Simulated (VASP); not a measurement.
# Ti4Al12O (a cell with a defect) in VASP: notebook, part 2 of 2

VASP 6.6.1. The steps go on from the part before.

## 3. Single point, PBE

INCAR reads:

```
SYSTEM = Ti4Al12O
ALGO = Normal
EDIFF = 1E-6
ENCUT = 520
GGA = PE
ISIF = 2
ISMEAR = 1
LASPH = .True.
LCHARG = .False.
LREAL = Auto
LWAVE = .False.
NBANDS = 59
NELM = 60
PREC = Accurate
SIGMA = 0.1
```

KPOINTS reads:

```
k-points
0
Gamma
  3 3 2
  0 0 0
```

POSCAR reads:

```
Ti4Al12O
1.0
    3.8447514400      3.8447514400      0.0000000000
   -3.8447514400      3.8447514400      0.0000000000
    0.0000000000      0.0000000000      8.6237151300
Ti Al O
4 12 1
Direct
   -0.0118386067     -0.0191178809     -0.0108816210
    0.0012536571      0.5014514020      0.4959661742
    0.5004577097      0.0004924896      0.4974789792
    0.5202155539      0.4928109215     -0.0017356789
    0.0019806222     -0.0004247349      0.4933359852
    0.0281114402      0.4992404659     -0.0310672368
    0.4793606372     -0.0133081425     -0.0122516802
    0.4973984742      0.5059784827      0.5024208169
    0.2617698480      0.2484766610      0.2514420951
    0.2546765416      0.7504734818      0.7377239280
    0.7465247220      0.2420169456      0.7382176828
    0.7371789943      0.7588828681      0.2543446724
    0.2502440054      0.2463860186      0.7412555846
    0.2370106401      0.7411207316      0.2445545763
    0.7404218568      0.2626406455      0.2826642535
    0.7543643706      0.7443860922      0.7420669518
   -0.1349222461      0.2868402593      0.0923381615
```

Potentials or basis: VASP PAW PBE potentials, release 64 (Ti_sv, Al, O).

Run with:

```bash
> cat potpaw_PBE.64/Ti_sv/POTCAR potpaw_PBE.64/Al/POTCAR potpaw_PBE.64/O/POTCAR > POTCAR
> mpirun -np 1 vasp_std > vasp.out
```

OUTCAR:

```text
SYSTEM = Ti4Al12O
   EDIFF = 1E-6
   ENCUT = 520
   GGA = PE
   ISIF = 2
   ISMEAR = 1
   LASPH = .True.
   LREAL = Auto
   NELM = 60
   PREC = Accurate

 ion  position               nearest neighbor table
   1  0.988  0.981  0.989-  17 2.00   6 2.63   7 2.67   7 2.77  16 2.79   6 2.83  10 2.89  14 2.90
                            11 2.90  12 2.92  13 2.95   9 3.07
   2  0.001  0.501  0.496-  15 2.66   8 2.70   5 2.71   5 2.73   8 2.74  14 2.84  16 2.84  10 2.84
                            13 2.87  11 2.88   9 2.89  12 2.89
   3  0.500  0.000  0.497-  15 2.68   8 2.69   5 2.71   5 2.73   8 2.75  12 2.79  11 2.80  10 2.82
                             9 2.83  13 2.84  16 2.88  14 2.97
   4  0.520  0.493  0.998-  17 2.33   6 2.69   7 2.70   7 2.76   6 2.77  12 2.89  16 2.89  11 2.90
                             9 2.92  14 2.95  13 2.98  15 3.00  10 3.02
[... 843 lines left out ...]
 VOLUME and BASIS-vectors are now :
 -----------------------------------------------------------------------------
  energy-cutoff  :      520.00
  volume of cell :      254.95
      direct lattice vectors                 reciprocal lattice vectors
     3.844751440  3.844751440  0.000000000     0.130047419  0.130047419  0.000000000
    -3.844751440  3.844751440  0.000000000    -0.130047419  0.130047419  0.000000000
     0.000000000  0.000000000  8.623715130     0.000000000  0.000000000  0.115959303

 POSITION                                       TOTAL-FORCE (eV/Angst)
 -----------------------------------------------------------------------------------
      0.02799      7.57048      8.52988         0.013734      0.032670      0.008750
     -1.92314      1.93278      4.27707         0.018352      0.011539     -0.007116
      1.92224      1.92603      4.29012         0.024670      0.010470      0.009219
      0.10536      3.89484      8.60875         0.058606     -0.023153      0.038401
     -3.83550      3.85073      4.25439         0.027140      0.017212      0.003451
     -1.81137      2.02754      8.35580         0.001458      0.067494     -0.011868
[... 9 lines left out ...]
      0.03836      5.76232      6.39937         0.023505      0.006187      0.026531
      2.22318      4.42884      0.79630        -0.319009     -0.179379     -0.147273
 -----------------------------------------------------------------------------------
    total drift:                                0.020724     -0.007883     -0.029008

  FREE ENERGIE OF THE ION-ELECTRON SYSTEM (eV)
  ---------------------------------------------------
  free  energy   TOTEN  =       -89.3152221065 eV

  energy  without entropy=      -89.3088345854  energy(sigma->0) =      -89.31309293
```

OSZICAR:

```text
N       E                     dE             d eps       ncg     rms          rms(c)
DAV:   1     0.876112245029E+03    0.87611E+03   -0.38590E+04  1180   0.150E+03
DAV:   2     0.343630576820E+02   -0.84175E+03   -0.81464E+03  1180   0.440E+02
DAV:   3    -0.865602390611E+02   -0.12092E+03   -0.11771E+03  1787   0.146E+02
[... 10 lines left out ...]
DAV:  14    -0.893152676885E+02    0.28662E-02   -0.13973E-02  1680   0.543E-01    0.120E-01
DAV:  15    -0.893152373656E+02    0.30323E-04   -0.21225E-03  1592   0.199E-01    0.639E-02
DAV:  16    -0.893152407213E+02   -0.33558E-05   -0.44367E-04  1776   0.939E-02    0.446E-02
DAV:  17    -0.893152267331E+02    0.13988E-04   -0.20522E-04  1536   0.595E-02    0.153E-02
DAV:  18    -0.893152219962E+02    0.47369E-05   -0.23514E-05  1648   0.235E-02    0.574E-03
DAV:  19    -0.893152221065E+02   -0.11032E-06   -0.97266E-06  1224   0.116E-02
   1 F= -.89315222E+02 E0= -.89313093E+02  d E =-.638752E-02
```

It took 2 min on 1 thread of AMD EPYC 9R45 (Zen 5), shared host; peak memory 0.32 GiB.

Results:

```
Free energy            : -89.3152 eV
Pressure               : 4.5 GPa
Largest force          : 0.395 eV/Å
Band gap on the k mesh : zero (bands 45 and 46 overlap by 0.12 eV)
```

Forces on the atoms (eV/Å):
```
Ti   0.014  0.033  0.009
Ti   0.018  0.012 -0.007
Ti   0.025  0.010  0.009
Ti   0.059 -0.023  0.038
Al   0.027  0.017  0.003
Al   0.001  0.067 -0.012
Al   0.037 -0.024 -0.026
Al   0.015  0.007  0.000
Al   0.017 -0.009  0.001
Al   0.020  0.013  0.009
Al   0.020  0.011 -0.017
Al  -0.009  0.023  0.023
Al   0.013  0.009  0.012
Al  -0.003  0.003  0.007
Al   0.042  0.025  0.072
Al   0.024  0.006  0.027
O   -0.319 -0.179 -0.147
```

Stress tensor (GPa, compression positive):
```
 3.45 -0.54 -1.14
-0.54  5.70  0.16
-1.14  0.16  4.30
```

Caveat: the k points lie up to 0.39 Å⁻¹ apart.
